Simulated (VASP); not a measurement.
The system is TiN.

```
Ti N
1.0
     0.00000    2.01423    2.01423
     2.01423    0.00000    2.01423
     2.01423    2.01423    0.00000
Ti N
1 1
Direct
  0.00000 0.00000 0.00000
  0.50000 0.50000 0.50000
```

Base run:

- Program: VASP 6.6.1
- Functional: PBEsol
- Potentials or basis: VASP PAW PBE potentials, release 64 (Ti_sv, N)
- Cutoff: 520 eV
- k mesh: 20 × 20 × 20
- Occupations: gaussian, width 0.15 eV
- Spin: collinear spin
- Starting moments: [0.125, 0.0] μB
- Fixed moment: 0.125 μB

Its results: pressure 50.9 GPa; site moments Ti +0.09; N +0.01 μB.

Problem. The run is repeated on the same cell with these changes: fixed moment from 0.125 μB to 0.625 μB; moments at the start from [0.12, 0.0] to [0.62, 0.0]. What comes out?

Solution. Pressure 54.7 GPa; site moments Ti +0.46; N +0.05 μB.

Caveats: the cell stands under pressure; the PAW data sets were made with another functional, which shifts forces and pressure a little; the total moment is fixed, so each spin has its own Fermi level.
